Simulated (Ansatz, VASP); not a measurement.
Two plane-wave programs on B3As4

```
CELL_PARAMETERS angstrom
5.37023 0.00000 0.00000
-2.68512 4.65076 0.00000
0.00000 0.00000 6.75611
ATOMIC_POSITIONS crystal
B 0.00000 0.00000 0.26787
B 0.00000 0.00000 0.73213
B 0.00000 0.00000 0.50000
As 0.50000 0.00000 0.50000
As 0.00000 0.50000 0.50000
As 0.50000 0.50000 0.50000
As 0.00000 0.00000 0.00000
```

Alike in both runs: functional PBE; k mesh 4 × 4 × 3; occupations gaussian, width 0.2 eV; no spin polarisation.

Ansatz relaxed the structure, and its values are those at the end. VASP's run is a single point on that final structure, the one shown.

```csv
,VASP,Ansatz
version,VASP 6.6.1,Ansatz 0.2.0
potentials or method,"VASP PAW PBE potentials, release 64 (B, As), cutoff 500 eV","scalar-relativistic, plane waves, PAW"
valence electrons in the cell,29,69
```

Ansatz gave:

```
gap on the k mesh at the Fermi level (eV) : none
pressure (GPa)                            : 0.3
rms of the force components (eV/Å)        : 0.002
```

What did VASP give for the same quantities?

gap on the k mesh at the Fermi level (eV): none; pressure (GPa): 0.5; rms of the force components (eV/Å): 0.044.

A gap of «none» marks a metal or a gap that the smearing closes. VASP's potentials hold 29 valence electrons a cell and Ansatz's 69, so a difference there can come from the potentials and not from the codes.
